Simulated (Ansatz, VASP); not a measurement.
# Ag in VASP and in Ansatz

```
CELL_PARAMETERS angstrom
0.00000 2.04989 2.04989
2.04989 0.00000 2.04989
2.04989 2.04989 0.00000
ATOMIC_POSITIONS crystal
Ag 0.00000 0.00000 0.00000
```

Change from the starting cell: volume scaled by 1.01.

Alike in both runs: task single point; functional PBEsol; k mesh 15 × 15 × 15; occupations fermi-dirac, width 0.03 eV; no spin polarisation.

|  | VASP | Ansatz |
| --- | --- | --- |
| version | VASP 6.6.1 | Ansatz 0.2.0 |
| potentials or method | VASP PAW PBE potentials, release 64 (Ag), cutoff 520 eV | all-electron LAPW, scalar-relativistic |

VASP gave:

| Property | Result |
| --- | --- |
| pressure (GPa) | -3.9 |

Problem. Estimate Ansatz's values.

Solution. Pressure (GPa): -3.8.

VASP's potentials were made for PBE, not for PBEsol. Ansatz ran all-electron here, and VASP with PAW potentials.
